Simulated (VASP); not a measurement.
# Be4ZnTe (P4/mmm) in VASP: a series of runs

Runs on Be4ZnTe. Level: PBE. Tasks: single point.

All numbers are computed with VASP 6.6.1; they aren't measurements. Logs are shortened: lines on timing, memory, paths and dates and some standing lists are left out, and cuts for length are marked.

### 1 The cell of the first run

Symmetry: P4/mmm, No. 123, tetragonal system. The conventional cell has a = 2.844 Å, b = 2.844 Å, c = 9.914 Å, α = 90.00°, β = 90.00°, γ = 90.00°. Be (site symmetry 4mm) has 9 Be at 2.25 to 3.07 Å and 4 Zn at 2.53 Å within 3.1 Å. Be (site symmetry 4mm) has 8 Be at 2.25 to 2.84 Å and 1 Zn at 2.55 Å within 3.0 Å. Zn (site symmetry 4/mmm) has 10 Be at 2.53 to 2.55 Å and 4 Zn at 2.84 Å within 3.3 Å. Te (site symmetry 4/mmm) has 4 Te at 2.84 Å and 10 Be at 3.13 to 3.42 Å within 3.7 Å.

The cell was built from a structure type or drawn by symmetry, and may not be a known phase.

### 2 Single point, PBE

INCAR reads:

```
ALGO = Normal
EDIFF = 1E-6
ENCUT = 600
GGA = PE
GGA_COMPAT = F
ISIF = 2
ISMEAR = 0
LASPH = T
LCHARG = F
LREAL = F
LWAVE = F
NBANDS = 22
NELM = 120
PREC = Accurate
SIGMA = 0.2
```

KPOINTS reads:

```
k-points
0
Gamma
  6 6 2
```

POSCAR reads:

```
Be4ZnTe
1.0
    2.8440583239      0.0000000000      0.0000000000
    0.0000000000      2.8440583239      0.0000000000
    0.0000000000      0.0000000000      9.9139032261
Be Zn Te
4 1 1
Direct
    0.5000000000      0.5000000000      0.1548801995
    0.0000000000      0.0000000000      0.7423535654
    0.0000000000      0.0000000000      0.2576464346
    0.5000000000      0.5000000000      0.8451198005
    0.0000000000      0.0000000000      0.0000000000
    0.5000000000      0.5000000000      0.5000000000
```

Potentials or basis: VASP PAW PBE potentials, release 64 (Be, Zn, Te).

Launch:

```console
$ cat potpaw_PBE.64/Be/POTCAR potpaw_PBE.64/Zn/POTCAR potpaw_PBE.64/Te/POTCAR > POTCAR
$ mpirun -np 1 vasp_std > vasp.out
```

OUTCAR:

```text
EDIFF = 1E-6
   ENCUT = 600
   GGA = PE
   ISIF = 2
   ISMEAR = 0
   LASPH = T
   LREAL = F
   NELM = 120
   PREC = Accurate

 ion  position               nearest neighbor table
   1  0.500  0.500  0.155-   3 2.25   3 2.25   3 2.25   3 2.25   5 2.53   5 2.53   5 2.53   5 2.53

   2  0.000  0.000  0.742-   4 2.25   4 2.25   4 2.25   4 2.25   5 2.55
   3  0.000  0.000  0.258-   1 2.25   1 2.25   1 2.25   1 2.25   5 2.55
   4  0.500  0.500  0.845-   2 2.25   2 2.25   2 2.25   2 2.25   5 2.53   5 2.53   5 2.53   5 2.53

   5  0.000  0.000  0.000-   1 2.53   4 2.53   1 2.53   4 2.53   1 2.53   4 2.53   1 2.53   4 2.53
                             3 2.55   2 2.55
   6  0.500  0.500  0.500-

  LATTYP: Found a simple tetragonal cell.
 ALAT       =     2.8440583239
 C/A-ratio  =     3.4858297886

  Lattice vectors:

 A1 = (   2.8440583239,   0.0000000000,   0.0000000000)
 A2 = (   0.0000000000,   2.8440583239,   0.0000000000)
 A3 = (   0.0000000000,   0.0000000000,   9.9139032261)

Analysis of symmetry for initial positions (statically):
=====================================================================
 Subroutine PRICEL returns:
 Original cell was already a primitive cell.

 Routine SETGRP: Setting up the symmetry group for a
 simple tetragonal supercell.

 Subroutine GETGRP returns: Found 16 space group operations
 (whereof 16 operations were pure point group operations)
 out of a pool of 16 trial point group operations.

The static configuration has the point symmetry D_4h.

Analysis of symmetry for dynamics (positions and initial velocities):
=====================================================================
 Subroutine PRICEL returns:
 Original cell was already a primitive cell.

 Routine SETGRP: Setting up the symmetry group for a
 simple tetragonal supercell.

 Subroutine GETGRP returns: Found 16 space group operations
 (whereof 16 operations were pure point group operations)
 out of a pool of 16 trial point group operations.

The dynamic configuration has the point symmetry D_4h.

 Subroutine INISYM returns: Found 16 space group operations
 (whereof 16 operations are pure point group operations),
 and found     1 'primitive' translations

----------------------------------------------------------------------------------------

                                     Primitive cell

  volume of cell :      80.1903

  direct lattice vectors                    reciprocal lattice vectors
     2.844058324  0.000000000  0.000000000     0.351610230  0.000000000  0.000000000
     0.000000000  2.844058324  0.000000000     0.000000000  0.351610230  0.000000000
     0.000000000  0.000000000  9.913903226     0.000000000  0.000000000  0.100868445

  length of vectors
     2.844058324  2.844058324  9.913903226     0.351610230  0.351610230  0.100868445

  position of ions in fractional coordinates (direct lattice)
     0.500000000  0.500000000  0.154880199
     0.000000000  0.000000000  0.742353565
     0.000000000  0.000000000  0.257646435
     0.500000000  0.500000000  0.845119801
     0.000000000  0.000000000  0.000000000
     0.500000000  0.500000000  0.500000000

  ion indices of the primitive-cell ions
   primitive index   ion index
                 1           1
                 2           2
                 3           3
                 4           4
                 5           5
                 6           6

----------------------------------------------------------------------------------------

 KPOINTS: k-points

Automatic generation of k-mesh.
 Grid dimensions read from file:
 generate k-points for:    6    6    2

 Generating k-lattice:

  Cartesian coordinates                     Fractional coordinates (reciprocal lattice)
     0.058601705  0.000000000  0.000000000     0.166666667  0.000000000  0.000000000
     0.000000000  0.058601705  0.000000000     0.000000000  0.166666667  0.000000000
     0.000000000  0.000000000  0.050434222     0.000000000  0.000000000  0.500000000

  Length of vectors
     0.058601705  0.058601705  0.050434222

  Shift w.r.t. Gamma in fractional coordinates (k-lattice)
     0.000000000  0.000000000  0.000000000

 Subroutine IBZKPT returns following result:
 ===========================================

 Found     20 irreducible k-points:

 Following reciprocal coordinates:
            Coordinates               Weight
  0.000000  0.000000  0.000000      1.000000
  0.166667  0.000000  0.000000      4.000000
  0.333333  0.000000  0.000000      4.000000
  0.500000  0.000000  0.000000      2.000000
  0.166667  0.166667  0.000000      4.000000
  0.333333  0.166667  0.000000      8.000000
[... 12 lines left out ...]
  0.500000  0.333333  0.500000      4.000000
  0.500000  0.500000  0.500000      1.000000
   k-points           NKPTS =     20   k-points in BZ     NKDIM =     20   number of bands    NBANDS=     22
   number of dos      NEDOS =    301   number of ions     NIONS =      6
   total plane-waves  NPLWV =  46080
   dimension x,y,z NGX =    24 NGY =   24 NGZ =   80
   dimension x,y,z NGXF=    48 NGYF=   48 NGZF=  160
   ions per type =               4   1   1
   NGX,Y,Z   is equivalent  to a cutoff of  14.03, 14.03, 13.42 a.u.
   NGXF,Y,Z  is equivalent  to a cutoff of  28.06, 28.06, 26.83 a.u.
 SYSTEM =  unknown system
   PREC   = accura    normal or accurate (medium, high low for compatibility)
   ISTART =      0    job   : 0-new  1-cont  2-samecut
   ICHARG =      2    charge: 1-file 2-atom 10-const
   ISPIN  =      1    spin polarized calculation?
   LNONCOLLINEAR =      F non collinear calculations
   LSORBIT =      F    spin-orbit coupling
   LASPH  =      T    aspherical Exc in radial PAW
   ENCUT  =  600.0 eV  44.10 Ry    6.64 a.u.   5.68  5.68 19.80*2*pi/ulx,y,z
   NELM   =    120;   NELMIN=  2; NELMDL= -5     # of ELM steps
   EDIFF  = 0.1E-05   stopping-criterion for ELM
   LREAL  =      F    real-space projection
   EDIFFG = 0.1E-04   stopping-criterion for IOM
   NSW    =      0    number of steps for IOM
   IBRION =     -1    ionic relax: 0-MD 1-quasi-New 2-CG
   NFREE  =      0    steps in history (QN), initial steepest desc. (CG)
   ISIF   =      2    stress and relaxation
   ISYM   =      2    0-nonsym 1-usesym 2-fastsym
   POTIM  = 0.5000    time-step for ionic-motion
   TEBEG  =    0.0;   TEEND  =   0.0 temperature during run
   PSTRESS=    0.0 pullay stress
   NELECT =      26.0000    total number of electrons
   NUPDOWN=      -1.0000    fix difference up-down
   EMIN   =  10.00;   EMAX   =-10.00  energy-range for DOS
   EFERMI =   0.00;   METHOD = LEGACY
   ISMEAR =     0;   SIGMA  =   0.20  broadening in eV -4-tet -1-fermi 0-gaus
   EFERMI_NEDOS =   21; number of points for ismear=-14 and -15
   IALGO  =     38    algorithm
   IMIX   =      4    mixing-type and parameters
     AMIX     =   0.40;   BMIX     =  1.00
     AMIX_MAG =   1.60;   BMIX_MAG =  1.00
  volume/ion in A,a.u.               =      13.37        90.19
  Fermi-wavevector in a.u.,A,eV,Ry     =   1.124671  2.125319 17.209795  1.264884
  Thomas-Fermi vector in A             =   2.261344
   LORBIT       =      0    0 simple, 1 ext, 2 COOP (PROOUT), +10 PAW based schemes
   GGA     = PE    functional components
   LHFCALC =     F    Hartree Fock is set to
   AEXX    =    0.0000 exact exchange contribution
   IVDW    =     0    specifies the selected vdW correction
   LEPSILON=     F    determine dielectric tensor
   LRPA    =     F    only Hartree local field effects (RPA)
 non-spin polarized calculation
 Gauss-broadening in eV      SIGMA  =   0.20
  energy-cutoff  :      600.00
  volume of cell :       80.19
 maximum number of plane-waves:      2704
 NGX is ok and might be reduce to    24
   NGX = 11   NGY = 11   NGZ = 39

 number of electron      26.0000014 magnetization

 Free energy of the ion-electron system (eV)
  ---------------------------------------------------
  ext. energy  EPLUGINS =         0.00000000
  ---------------------------------------------------
  free energy    TOTEN  =       -16.02379223 eV

  energy without entropy =      -15.99941402  energy(sigma->0) =      -16.01160313

 E-fermi :   6.4979     XC(G=0): -10.4220

 val. band max:        6.4914380907   @ k =   0.5000   0.5000   0.5000
 cond. band min:       6.5439911385   @ k =   0.5000   0.0000   0.5000
 fundamental gap:      0.0525530478
 Fermi energy:         6.4978855924

 k-point     1 :       0.0000    0.0000    0.0000
  band No.  band energies     occupation
      1      -8.7587      2.00000
      2      -3.7404      2.00000
      3      -2.1514      2.00000
      4      -1.8528      2.00000
      5      -1.8310      2.00000
      6      -1.2967      2.00000
[... 14 lines left out ...]
     21      14.8308      0.00000
     22      16.0916      0.00000

 k-point     2 :       0.1667    0.0000    0.0000
  band No.  band energies     occupation
      1      -8.2578      2.00000
      2      -3.2753      2.00000
      3      -1.8733      2.00000
      4      -1.7989      2.00000
      5      -1.7110      2.00000
      6      -1.2830      2.00000
[... 14 lines left out ...]
     21      14.4114      0.00000
     22      16.2430      0.00000

 k-point     3 :       0.3333    0.0000    0.0000
  band No.  band energies     occupation
      1      -6.8289      2.00000
      2      -2.1770      2.00000
      3      -1.8058      2.00000
      4      -1.6777      2.00000
      5      -1.3365      2.00000
      6      -1.2558      2.00000
[... 14 lines left out ...]
     21      15.3096      0.00000
     22      15.8051      0.00000

 k-point     4 :       0.5000    0.0000    0.0000
  band No.  band energies     occupation
      1      -5.4591      2.00000
      2      -1.8681      2.00000
      3      -1.8632      2.00000
      4      -1.6410      2.00000
      5      -1.4735      2.00000
      6      -1.3976      2.00000
[... 14 lines left out ...]
     21      14.4472      0.00000
     22      14.5533      0.00000

 k-point     5 :       0.1667    0.1667    0.0000
  band No.  band energies     occupation
      1      -7.7565      2.00000
      2      -2.8171      2.00000
      3      -1.7386      2.00000
      4      -1.6821      2.00000
      5      -1.6741      2.00000
      6      -1.3912      2.00000
[... 14 lines left out ...]
     21      13.5863      0.00000
     22      14.3290      0.00000

 k-point     6 :       0.3333    0.1667    0.0000
  band No.  band energies     occupation
      1      -6.3251      2.00000
      2      -1.8569      2.00000
      3      -1.7640      2.00000
      4      -1.5923      2.00000
      5      -1.5073      2.00000
      6      -1.4039      2.00000
[... 14 lines left out ...]
     21      14.1722      0.00000
     22      14.5995      0.00000

 k-point     7 :       0.5000    0.1667    0.0000
  band No.  band energies     occupation
      1      -4.9464      2.00000
      2      -1.8247      2.00000
      3      -1.6129      2.00000
      4      -1.5972      2.00000
      5      -1.5259      2.00000
      6      -1.3848      2.00000
[... 224 lines left out ...]
      6      -1.4018      2.00000
[... 14 lines left out ...]
     21      13.7191      0.00000
     22      14.2616      0.00000

 k-point    17 :       0.5000    0.1667    0.5000
  band No.  band energies     occupation
      1      -4.9465      2.00000
      2      -1.8192      2.00000
      3      -1.6134      2.00000
      4      -1.5924      2.00000
      5      -1.5132      2.00000
      6      -1.3911      2.00000
[... 14 lines left out ...]
     21      12.2186      0.00000
     22      13.0805      0.00000

 k-point    18 :       0.3333    0.3333    0.5000
  band No.  band energies     occupation
      1      -4.8756      2.00000
      2      -1.8431      2.00000
      3      -1.7040      2.00000
      4      -1.5980      2.00000
      5      -1.4719      2.00000
      6      -1.2343      2.00000
[... 14 lines left out ...]
     21      11.7337      0.00000
     22      12.3959      0.00000

 k-point    19 :       0.5000    0.3333    0.5000
  band No.  band energies     occupation
      1      -3.4385      2.00000
      2      -1.9246      2.00000
      3      -1.7457      2.00000
      4      -1.6151      2.00000
      5      -1.4058      2.00000
      6      -1.1152      2.00000
[... 14 lines left out ...]
     21      10.2640      0.00000
     22      11.1619      0.00000

 k-point    20 :       0.5000    0.5000    0.5000
  band No.  band energies     occupation
      1      -2.0479      2.00000
      2      -1.7866      2.00000
      3      -1.7116      2.00000
      4      -1.7116      2.00000
      5      -1.3528      2.00000
      6      -0.9163      2.00000
[... 14 lines left out ...]
     21       9.3556      0.00000
     22      10.9064      0.00000

------------------------ aborting loop because EDIFF is reached ----------------------------------------

  FORCE on cell =-STRESS in cart. coord.  units (eV):
  Direction    XX          YY          ZZ          XY          YZ          ZX
  --------------------------------------------------------------------------------------
  -------------------------------------------------------------------------------------
  Total        0.2236062      0.2236062      0.1337580      0.0000000      0.0000000      0.0000000
  in kB        4.4675838      4.4675838      2.6724445      0.0000000      0.0000000      0.0000000
  external PRESSURE =       3.8692041 kB  Pullay stress =       0.0000000 kB

 VOLUME and BASIS-vectors are now :
 -----------------------------------------------------------------------------
  energy-cutoff  :      600.00
  volume of cell :       80.19
      direct lattice vectors                 reciprocal lattice vectors
     2.844058324  0.000000000  0.000000000     0.351610230  0.000000000  0.000000000
     0.000000000  2.844058324  0.000000000     0.000000000  0.351610230  0.000000000
     0.000000000  0.000000000  9.913903226     0.000000000  0.000000000  0.100868445

 POSITION                                       TOTAL-FORCE (eV/Angst)
 -----------------------------------------------------------------------------------
      1.42203      1.42203      1.53547         0.000000      0.000000      0.008996
      0.00000      0.00000      7.35962        -0.000000      0.000000     -0.007656
      0.00000      0.00000      2.55428         0.000000     -0.000000      0.007656
      1.42203      1.42203      8.37844        -0.000000      0.000000     -0.008996
      0.00000      0.00000      0.00000        -0.000000     -0.000000      0.000000
      1.42203      1.42203      4.95695        -0.000000     -0.000000      0.000000
 -----------------------------------------------------------------------------------
    total drift:                               -0.000000      0.000000      0.000000

  FREE ENERGIE OF THE ION-ELECTRON SYSTEM (eV)
  ---------------------------------------------------
  free  energy   TOTEN  =       -16.0237922277 eV

  energy  without entropy=      -15.9994140229  energy(sigma->0) =      -16.01160313
```

Run time: 62 s. Hardware: 1 thread of AMD EPYC 7R13, shared host; peak memory 0.2 GiB.

Results:

- Free energy: -16.0238 eV
- Pressure: 0.4 GPa
- Largest force: 0.009 eV/Å
- Band gap on the k mesh: zero (bands 13 and 14 overlap by 3.83 eV)

Forces in eV/Å, atoms in the order of the input:
```
Be   0.000  0.000  0.009
Be   0.000  0.000 -0.008
Be   0.000  0.000  0.008
Be   0.000  0.000 -0.009
Zn   0.000  0.000  0.000
Te   0.000  0.000  0.000
```

Caveat: the k points lie up to 0.37 Å⁻¹ apart, too coarse for converged energies and pressures of a metal; spin-orbit coupling is left out, which moves the levels of the heavy elements.

[end of part 1 of 2]
